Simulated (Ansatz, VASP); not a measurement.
**One calculation of AlN, two programs**

INCAR

```
SYSTEM = AlN
PREC = Accurate ; ENCUT = 520
EDIFF = 1E-6 ; ISMEAR = 0
SIGMA = 0.05 ; LREAL = .False.
LASPH = .True. ; NELM = 100
ALGO = Normal ; ISIF = 2
LWAVE = .False. ; LCHARG = .False.
GGA = PE ; NBANDS = 11
```

KPOINTS

```
regular mesh
0
Gamma
  10 10 10
  0 0 0
```

POSCAR

```
AlN
1.0
    0.0000000000      2.2380199219      2.2380199219
    2.2380199219      0.0000000000      2.2380199219
    2.2380199219      2.2380199219      0.0000000000
Al N
1 1
Direct
   -0.0045751888      0.0045751888      0.0045751888
    0.7588131387      0.7411868613      0.7411868613
```

Input for Ansatz:

```yaml
crystal:
  lattice:
    - [0.0, 2.2380199219, 2.2380199219]
    - [2.2380199219, 0.0, 2.2380199219]
    - [2.2380199219, 2.2380199219, 0.0]
  atoms:
    - { symbol: Al, position: [-0.0045751888, 0.0045751888, 0.0045751888] }
    - { symbol: "N", position: [0.7588131387, 0.7411868613, 0.7411868613] }
basis:
  ecutwfc: 520.0
kpoints:
  mp_grid: { grid: [10, 10, 10] }
hamiltonian:
  xc: pbe
  pseudopotentials: { kind: paw, azcp: { folder: soft_1 } }
scf:
  occupations: { method: gaussian, width: 0.05 }
output:
  forces: true
  stress: true
  eigenvalues: true
```

Change from the starting cell: mode 4 frozen in at -0.039 Å, equal normal strain along x, y and z +0.0167.

Alike in both runs: task single point; functional PBE; k mesh 10 × 10 × 10; occupations gaussian, width 0.05 eV; no spin polarisation.

|  | VASP | Ansatz |
| --- | --- | --- |
| version | VASP 6.6.1 | Ansatz 0.2.0 |
| potentials or method | VASP PAW PBE potentials, release 64 (Al, N), cutoff 520 eV | scalar-relativistic, plane waves, PAW |
| valence electrons in the cell | 8 | 8 |

|  | VASP | Ansatz | Ansatz less VASP |
| --- | --- | --- | --- |
| gap on the k mesh at the Fermi level (eV) | 3.12 | 3.13 | +0.006 |
| least direct gap on the mesh (eV) | 3.41 | 3.40 | -0.004 |
| pressure (GPa) | -8.5 | -8.3 | +0.20 |
| traceless stress, the component that is largest in VASP (GPa) | -2.42 | -2.41 | +0.006 |
| rms of the force components (eV/Å) | 0.408 | 0.407 | -0.0007 |

Atom by atom the forces differ by 0.001 eV/Å (rms over components). With one functional, cell and mesh, what is left measures potentials, basis and numerics.
